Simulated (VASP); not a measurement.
# Ir (Fm-3m) in VASP: notebook

Runs on Ir. Level: LDA. Tasks: single point, relaxation of cell and atoms.

Everything below comes from runs of VASP 6.6.1. Logs are shortened: lines on timing, memory, paths and dates and some standing lists are left out, and cuts for length are marked.

### Step 1. The cell of the first run

Symmetry: Fm-3m, No. 225, cubic system. Conventional cell: a = 3.812 Å, b = 3.812 Å, c = 3.812 Å, α = 90.00°, β = 90.00°, γ = 90.00°. Ir (site symmetry m-3m) has 12 Ir at 2.70 Å within 3.6 Å.

### Step 2. Single point, LDA

Input file INCAR:

```
SYSTEM = Ir
PREC = Accurate
ENCUT = 560
EDIFF = 1E-6
ISMEAR = 0
SIGMA = 0.1
LREAL = .False.
LASPH = .True.
NELM = 120
ALGO = Normal
ISIF = 2
LWAVE = .False.
LCHARG = .False.
GGA = CA
NBANDS = 14
GGA_COMPAT = .False.
```

Input file KPOINTS:

```
Automatic mesh
0
Gamma
  14 14 14
  0 0 0
```

Input file POSCAR:

```
Ir
1.0
    0.0000000000      1.9060927672      1.9060927672
    1.9060927672      0.0000000000      1.9060927672
    1.9060927672      1.9060927672      0.0000000000
Ir
1
Direct
    0.0000000000      0.0000000000      0.0000000000
```

Potentials or basis: VASP PAW LDA potentials, release 64 (Ir_sv_GW).

Launch:

```console
cat potpaw_LDA.64/Ir_sv_GW/POTCAR > POTCAR
mpirun -np 1 vasp_std > vasp.out
```

OUTCAR:

```text
SYSTEM = Ir
   PREC = Accurate
   ENCUT = 560
   EDIFF = 1E-6
   ISMEAR = 0
   LREAL = .False.
   LASPH = .True.
   NELM = 120
   ISIF = 2
   GGA = CA

 ion  position               nearest neighbor table
   1  0.000  0.000  0.000-

  LATTYP: Found a face centered cubic cell.
 ALAT       =     3.8121855344

  Lattice vectors:

 A1 = (   0.0000000000,   1.9060927672,   1.9060927672)
 A2 = (   1.9060927672,   0.0000000000,   1.9060927672)
 A3 = (   1.9060927672,   1.9060927672,   0.0000000000)

Analysis of symmetry for initial positions (statically):
=====================================================================
 Subroutine PRICEL returns:
 Original cell was already a primitive cell.

 Routine SETGRP: Setting up the symmetry group for a
 face centered cubic supercell.

 Subroutine GETGRP returns: Found 48 space group operations
 (whereof 48 operations were pure point group operations)
 out of a pool of 48 trial point group operations.

The static configuration has the point symmetry O_h .

Analysis of symmetry for dynamics (positions and initial velocities):
=====================================================================
 Subroutine PRICEL returns:
 Original cell was already a primitive cell.

 Routine SETGRP: Setting up the symmetry group for a
 face centered cubic supercell.

 Subroutine GETGRP returns: Found 48 space group operations
 (whereof 48 operations were pure point group operations)
 out of a pool of 48 trial point group operations.

The dynamic configuration has the point symmetry O_h .

 Subroutine INISYM returns: Found 48 space group operations
 (whereof 48 operations are pure point group operations),
 and found     1 'primitive' translations

----------------------------------------------------------------------------------------

                                     Primitive cell

  volume of cell :      13.8504

  direct lattice vectors                    reciprocal lattice vectors
     0.000000000  1.906092767  1.906092767    -0.262316719  0.262316719  0.262316719
     1.906092767  0.000000000  1.906092767     0.262316719 -0.262316719  0.262316719
     1.906092767  1.906092767  0.000000000     0.262316719  0.262316719 -0.262316719

  length of vectors
     2.695622243  2.695622243  2.695622243     0.454345884  0.454345884  0.454345884

  position of ions in fractional coordinates (direct lattice)
     0.000000000  0.000000000  0.000000000

  ion indices of the primitive-cell ions
[... 82 lines left out ...]
   POTIM  = 0.5000    time-step for ionic-motion
   TEBEG  =    0.0;   TEEND  =   0.0 temperature during run
   PSTRESS=    0.0 pullay stress
   NELECT =      17.0000    total number of electrons
   NUPDOWN=      -1.0000    fix difference up-down
   EMIN   =  10.00;   EMAX   =-10.00  energy-range for DOS
   EFERMI =   0.00;   METHOD = LEGACY
   ISMEAR =     0;   SIGMA  =   0.10  broadening in eV -4-tet -1-fermi 0-gaus
   EFERMI_NEDOS =   21; number of points for ismear=-14 and -15
   IALGO  =     38    algorithm
   IMIX   =      4    mixing-type and parameters
     AMIX     =   0.40;   BMIX     =  1.00
     AMIX_MAG =   1.60;   BMIX_MAG =  1.00
  volume/ion in A,a.u.               =      13.85        93.47
  Fermi-wavevector in a.u.,A,eV,Ry     =   1.752819  3.312348 41.802199  3.072375
  Thomas-Fermi vector in A             =   2.823075
   LORBIT       =      0    0 simple, 1 ext, 2 COOP (PROOUT), +10 PAW based schemes
   GGA     = CA    functional components
   LHFCALC =     F    Hartree Fock is set to
   AEXX    =    0.0000 exact exchange contribution
   IVDW    =     0    specifies the selected vdW correction
   LEPSILON=     F    determine dielectric tensor
   LRPA    =     F    only Hartree local field effects (RPA)
 non-spin polarized calculation
 Gauss-broadening in eV      SIGMA  =   0.10
  energy-cutoff  :      560.00
  volume of cell :       13.85
 maximum number of plane-waves:       444
 NGX is ok and might be reduce to    24
   NGX = 11   NGY = 11   NGZ = 11

 number of electron      17.0000000 magnetization

 Free energy of the ion-electron system (eV)
  ---------------------------------------------------
  ext. energy  EPLUGINS =         0.00000000
  ---------------------------------------------------
  free energy    TOTEN  =       -10.89818638 eV

  energy without entropy =      -10.89039917  energy(sigma->0) =      -10.89429278

 E-fermi :  12.9628     XC(G=0): -14.9203

 val. band max:       12.9596362784   @ k =   0.3571   0.3571   0.0000
 cond. band min:      12.9699057110   @ k =  -0.2143   0.3571   0.1429
 fundamental gap:      0.0102694326
 Fermi energy:        12.9627569720

 k-point     1 :       0.0000    0.0000    0.0000
  band No.  band energies     occupation
      1     -79.5309      2.00000
      2     -36.1716      2.00000
      3     -36.1716      2.00000
      4     -36.1716      2.00000
      5       1.7624      2.00000
      6       9.0391      2.00000
      7       9.0391      2.00000
      8       9.0391      2.00000
      9      11.8521      2.00000
     10      11.8521      2.00000
     11      26.6595      0.00000
     12      32.2515      0.00000
     13      32.2515      0.00000
     14      32.2515      0.00000
[... 377 lines left out ...]
      1     -79.4871      2.00000
      2     -36.6059      2.00000
      3     -36.2931      2.00000
      4     -36.2834      2.00000
      5       4.5634      2.00000
      6       7.6527      2.00000
      7       9.4249      2.00000
      8      10.1942      2.00000
      9      11.5904      2.00000
     10      12.8256      1.94751
     11      27.8832      0.00000
     12      30.5825      0.00000
     13      33.0304      0.00000
     14      33.7640      0.00000

 [... further k-points ...]

------------------------ aborting loop because EDIFF is reached ----------------------------------------

  FORCE on cell =-STRESS in cart. coord.  units (eV):
  Direction    XX          YY          ZZ          XY          YZ          ZX
  --------------------------------------------------------------------------------------
  -------------------------------------------------------------------------------------
  Total       -0.0435207     -0.0435207     -0.0435207      0.0000000      0.0000000      0.0000000
  in kB       -5.0343610     -5.0343610     -5.0343610      0.0000000      0.0000000      0.0000000
  external PRESSURE =      -5.0343610 kB  Pullay stress =       0.0000000 kB

 VOLUME and BASIS-vectors are now :
 -----------------------------------------------------------------------------
  energy-cutoff  :      560.00
  volume of cell :       13.85
      direct lattice vectors                 reciprocal lattice vectors
     0.000000000  1.906092767  1.906092767    -0.262316719  0.262316719  0.262316719
     1.906092767  0.000000000  1.906092767     0.262316719 -0.262316719  0.262316719
     1.906092767  1.906092767  0.000000000     0.262316719  0.262316719 -0.262316719

 POSITION                                       TOTAL-FORCE (eV/Angst)
 -----------------------------------------------------------------------------------
      0.00000      0.00000      0.00000         0.000000      0.000000      0.000000
 -----------------------------------------------------------------------------------
    total drift:                                0.000000      0.000000     -0.000000

  FREE ENERGIE OF THE ION-ELECTRON SYSTEM (eV)
  ---------------------------------------------------
  free  energy   TOTEN  =       -10.8981863820 eV

  energy  without entropy=      -10.8903991694  energy(sigma->0) =      -10.89429278
```

stdout:

```text
POSCAR found type information on POSCAR Ir
 POSCAR found :  1 types and       1 ions
 scaLAPACK will be used
 LDA part: xc-table for (Slater(with rela. corr.)+CA(PZ))
 , standard interpolation
 POSCAR, INCAR and KPOINTS ok, starting setup
 FFT: planning ... GRIDC
 FFT: planning ... GRID_SOFT
 FFT: planning ... GRID
 WAVECAR not read
 entering main loop
```

Wall time 9 s (1 thread of Intel Xeon 6975P-C (Granite Rapids), shared host); peak memory 0.15 GiB.

Results:

| Item | Value |
| --- | --- |
| Free energy | -10.8982 eV |
| Pressure | -0.5 GPa |
| Band gap on the k mesh | zero (an odd number of electrons rules out a gap without spin polarisation) |

Levels at points of the mesh, in eV from the Fermi level:
```csv
k point,band 6,band 7,band 8,band 9,band 10,band 11
"(0.00, 0.00, 0.00)",-3.92,-3.92,-3.92,-1.11,-1.11,13.70
"(0.50, 0.00, 0.00)",-4.02,-4.02,-0.64,1.06,1.06,7.62
"(0.50, 0.50, 0.00)",-7.48,1.04,1.65,1.65,1.85,10.96
```

Caveat: spin-orbit coupling is left out, which moves the levels of the heavy elements.

### Step 3. Relaxation of cell and atoms, LDA

This run uses another cell than the first one, of 14.15 Å³/atom.

Input file INCAR:

```
SYSTEM = Ir
PREC = Accurate ; ENCUT = 560
EDIFF = 1E-7 ; ISMEAR = -1
SIGMA = 0.1 ; LREAL = .False.
LASPH = .True. ; NELM = 120
ALGO = Normal ; ISIF = 3
LWAVE = .False. ; LCHARG = .False.
IBRION = 2 ; NSW = 80
EDIFFG = -0.01 ; GGA_COMPAT = .False.
NELMIN = 4
```

Input file KPOINTS:

```
regular mesh
0
Gamma
  14 14 14
  0 0 0
```

Input file POSCAR:

```
Ir
1.0
    0.0000000000      1.9197000000      1.9197000000
    1.9197000000      0.0000000000      1.9197000000
    1.9197000000      1.9197000000      0.0000000000
Ir
1
Direct
    0.0000000000      0.0000000000      0.0000000000
```

Potentials or basis: VASP PAW LDA potentials, release 64 (Ir_sv_GW).

Launch:

```console
cat potpaw_LDA.64/Ir_sv_GW/POTCAR > POTCAR
mpirun -np 1 vasp_std > vasp.out
```

Run time: 34 s. Hardware: 1 thread of AMD EPYC 9R45 (Zen 5), shared host; peak memory 0.13 GiB.

It converged, with:

* Free energy: -10.9175 eV
* Relaxed volume: 13.85 Å³/atom
* Relaxed cell: a = 2.695 Å, b = 2.695 Å, c = 2.695 Å, α = 60.00°, β = 60.00°, γ = 60.00°
* Space group after relaxing (to 0.1 Å): Fm-3m (No. 225)
* Energy gained by relaxing: 8.3 meV/atom
* Ionic steps: 4
* Pressure after relaxing: 0.0 GPa
* Band gap on the k mesh: zero (an odd number of electrons rules out a gap without spin polarisation)

The path:
```
step  energy change (eV)  largest force (eV/Å)  pressure (GPa)  volume (Å³)
   1              0.0000                0.0000           -8.55        14.15
   2              0.1490                0.0000           46.35        12.66
   3             -0.0083                0.0000           -0.38        13.86
   4             -0.0083                0.0000           -0.05        13.85
```

Final structure:
```cif
data_structure
_symmetry_space_group_name_H-M 'P 1'
_symmetry_Int_Tables_number 1
_cell_length_a 2.6954
_cell_length_b 2.6954
_cell_length_c 2.6954
_cell_angle_alpha 60.000
_cell_angle_beta 60.000
_cell_angle_gamma 60.000
_cell_volume 13.85
loop_
_atom_site_label
_atom_site_type_symbol
_atom_site_fract_x
_atom_site_fract_y
_atom_site_fract_z
_atom_site_occupancy
Ir1 Ir 0.00000 0.00000 0.00000 1
```

Levels at points of the mesh, in eV from the Fermi level:
| k point | band 6 | band 7 | band 8 | band 9 | band 10 | band 11 |
| --- | --- | --- | --- | --- | --- | --- |
| (0.00, 0.00, 0.00) | -3.95 | -3.95 | -3.95 | -1.14 | -1.14 | 13.67 |
| (0.50, 0.00, 0.00) | -4.05 | -4.05 | -0.67 | 1.03 | 1.03 | 7.59 |
| (0.50, 0.50, 0.00) | -7.51 | 1.01 | 1.62 | 1.62 | 1.82 | 10.93 |

Caveat: spin-orbit coupling is left out, which moves the levels of the heavy elements.

### Step 4. Single point, LDA

Input file INCAR:

```
PREC = Accurate
ENCUT = 560
EDIFF = 1E-6
ISMEAR = -1
SIGMA = 0.2
LREAL = F
LASPH = T
NELM = 120
ALGO = Normal
ISIF = 2
LWAVE = F
LCHARG = T
GGA = CA
LELF = T
LVHAR = T
NBANDS = 14
GGA_COMPAT = F
```

Input file KPOINTS:

```
regular mesh
0
Gamma
  14 14 14
```

Input file POSCAR:

```
Ir
1.0
    0.0000000000      1.9060927672      1.9060927672
    1.9060927672      0.0000000000      1.9060927672
    1.9060927672      1.9060927672      0.0000000000
Ir
1
Direct
    0.0000000000      0.0000000000      0.0000000000
```

Potentials or basis: VASP PAW LDA potentials, release 64 (Ir_sv_GW).

Launch:

```console
cat potpaw_LDA.64/Ir_sv_GW/POTCAR > POTCAR
mpirun -np 1 vasp_std > vasp.out
```

OUTCAR:

```text
PREC = Accurate
   ENCUT = 560
   EDIFF = 1E-6
   ISMEAR = -1
   LREAL = F
   LASPH = T
   NELM = 120
   ISIF = 2
   GGA = CA

 ion  position               nearest neighbor table
   1  0.000  0.000  0.000-

  LATTYP: Found a face centered cubic cell.
 ALAT       =     3.8121855344

  Lattice vectors:

 A1 = (   0.0000000000,   1.9060927672,   1.9060927672)
 A2 = (   1.9060927672,   0.0000000000,   1.9060927672)
 A3 = (   1.9060927672,   1.9060927672,   0.0000000000)

[... 585 lines left out ...]
     14      33.7647      0.00000

 [... further k-points ...]

------------------------ aborting loop because EDIFF is reached ----------------------------------------

  FORCE on cell =-STRESS in cart. coord.  units (eV):
  Direction    XX          YY          ZZ          XY          YZ          ZX
  --------------------------------------------------------------------------------------
  -------------------------------------------------------------------------------------
  Total        0.0511996      0.0511996      0.0511996     -0.0000000      0.0000000      0.0000000
  in kB        5.9226333      5.9226333      5.9226333     -0.0000000      0.0000000      0.0000000
  external PRESSURE =       5.9226333 kB  Pullay stress =       0.0000000 kB

 VOLUME and BASIS-vectors are now :
 -----------------------------------------------------------------------------
  energy-cutoff  :      560.00
  volume of cell :       13.85
      direct lattice vectors                 reciprocal lattice vectors
     0.000000000  1.906092767  1.906092767    -0.262316719  0.262316719  0.262316719
     1.906092767  0.000000000  1.906092767     0.262316719 -0.262316719  0.262316719
     1.906092767  1.906092767  0.000000000     0.262316719  0.262316719 -0.262316719

 POSITION                                       TOTAL-FORCE (eV/Angst)
 -----------------------------------------------------------------------------------
      0.00000      0.00000      0.00000         0.000000     -0.000000     -0.000000
 -----------------------------------------------------------------------------------
    total drift:                               -0.000000      0.000000      0.000000

  FREE ENERGIE OF THE ION-ELECTRON SYSTEM (eV)
  ---------------------------------------------------
  free  energy   TOTEN  =       -10.9623212818 eV

  energy  without entropy=      -10.8357556724  energy(sigma->0) =      -10.89903848
```

Wall time 24 s (1 thread of Intel Xeon Platinum 8259CL at 2.50GHz (Skylake/Cascade Lake), shared host); peak memory 0.15 GiB.

What came out:

| Property | Result |
| --- | --- |
| Free energy | -10.9623 eV |
| Pressure | 0.6 GPa |
| Band gap on the k mesh | zero (an odd number of electrons rules out a gap without spin polarisation) |

Levels at points of the mesh, in eV from the Fermi level:
```csv
k point,band 5,band 6,band 7,band 8,band 9,band 10,band 11,band 12
"(0.00, 0.00, 0.00)",-11.26,-3.98,-3.98,-3.98,-1.17,-1.17,13.63,19.22
"(0.50, 0.00, 0.00)",-8.28,-4.08,-4.08,-0.70,1.00,1.00,7.56,13.30
"(0.50, 0.50, 0.00)",-8.11,-7.54,0.98,1.60,1.60,1.79,10.90,11.63
```

Caveat: spin-orbit coupling is left out, which moves the levels of the heavy elements.

### Step 5. Single point, LDA

Input file INCAR:

```
  ALGO = Normal
  EDIFF = 1E-6
  ENCUT = 560
  GGA = CA
  GGA_COMPAT = F
  ISIF = 2
  ISMEAR = 0
  LASPH = T
  LCHARG = F
  LREAL = F
  LWAVE = F
  NBANDS = 14
  NELM = 120
  PREC = Accurate
  SIGMA = 0.03
```

Input file KPOINTS:

```
k-points
0
Gamma
  14 14 14
```

POSCAR is that of step 4.

Launch:

```console
cat potpaw_LDA.64/Ir_sv_GW/POTCAR > POTCAR
mpirun -np 1 vasp_std > vasp.out
```

Wall time 18 s (1 thread of Intel Xeon Platinum 8259CL at 2.50GHz (Skylake/Cascade Lake), shared host); peak memory 0.15 GiB.

It converged, with:

```yaml
Free_energy: -10.8940 eV
Pressure: -0.5 GPa
Band_gap_on_the_k_mesh: zero (an odd number of electrons rules out a gap without spin polarisation)
```

Levels at points of the mesh, in eV from the Fermi level:
```csv
k point,band 4,band 5,band 6,band 7,band 8,band 9,band 10,band 11,band 12,band 13
"(0.00, 0.00, 0.00)",-49.13,-11.20,-3.92,-3.92,-3.92,-1.11,-1.11,13.70,19.29,19.29
"(0.50, 0.00, 0.00)",-49.25,-8.21,-4.02,-4.02,-0.64,1.06,1.06,7.63,13.37,19.36
"(0.50, 0.50, 0.00)",-49.45,-8.04,-7.47,1.05,1.66,1.66,1.86,10.96,11.70,11.70
```

Caveat: spin-orbit coupling is left out, which moves the levels of the heavy elements.

### Step 6. Single point, LDA

Input file INCAR:

```
SYSTEM = Ir
PREC = Accurate
ENCUT = 560
EDIFF = 1E-6
ISMEAR = -1
SIGMA = 0.03
LREAL = .FALSE.
LASPH = .TRUE.
NELM = 120
ALGO = Normal
ISIF = 2
LWAVE = .FALSE.
LCHARG = .FALSE.
GGA = CA
NBANDS = 14
GGA_COMPAT = .FALSE.
```

Input file KPOINTS:

```
Automatic mesh
0
G
  14 14 14
  0 0 0
```

POSCAR is that of step 5.

Potentials or basis: VASP PAW LDA potentials, release 64 (Ir_sv_GW).

Launch:

```console
cat potpaw_LDA.64/Ir_sv_GW/POTCAR > POTCAR
mpirun -np 1 vasp_std > vasp.out
```

Run time: 18 s. Hardware: 1 thread of AMD EPYC 7R13 (Zen 3), shared host; peak memory 0.12 GiB.

It converged, with:

```yaml
Free_energy: -10.8964 eV
Pressure: -0.5 GPa
Band_gap_on_the_k_mesh: zero (an odd number of electrons rules out a gap without spin polarisation)
```

Levels at points of the mesh, in eV from the Fermi level:
| k point | band 4 | band 5 | band 6 | band 7 | band 8 | band 9 | band 10 | band 11 | band 12 | band 13 |
| --- | --- | --- | --- | --- | --- | --- | --- | --- | --- | --- |
| (0.00, 0.00, 0.00) | -49.13 | -11.20 | -3.92 | -3.92 | -3.92 | -1.11 | -1.11 | 13.70 | 19.29 | 19.29 |
| (0.50, 0.00, 0.00) | -49.25 | -8.21 | -4.02 | -4.02 | -0.64 | 1.06 | 1.06 | 7.62 | 13.37 | 19.36 |
| (0.50, 0.50, 0.00) | -49.45 | -8.04 | -7.48 | 1.05 | 1.66 | 1.66 | 1.86 | 10.96 | 11.70 | 11.70 |

Caveat: spin-orbit coupling is left out, which moves the levels of the heavy elements.

### Step 7. Summary

```tsv
task	cell	smearing	gap on the mesh (eV)	pressure (GPa)
single point	a = 2.696 Å, angles 60.0°, 1 atom	gaussian 0.1 eV	none	-0.5
relaxation of cell and atoms	relaxed from a = 2.715 Å, angles 60.0°, 1 atom	fermi-dirac 0.1 eV	none	0.0
single point	a = 2.696 Å, angles 60.0°, 1 atom	fermi-dirac 0.2 eV	none	0.6
single point	a = 2.696 Å, angles 60.0°, 1 atom	gaussian 0.03 eV	none	-0.5
single point	a = 2.696 Å, angles 60.0°, 1 atom	fermi-dirac 0.03 eV	none	-0.5
```

Alike in all rows: level LDA; potentials or basis VASP PAW LDA potentials, release 64 (Ir_sv_GW); no spin polarisation; k mesh 14 × 14 × 14; cutoff (eV) 560.

Caveats: spin-orbit coupling is left out, which moves the levels of the heavy elements.

Total energies depend on the potentials used, so only differences within one code and one set of settings carry meaning.

The gap in the log of VASP goes by the Fermi energy; the results here count the filled bands.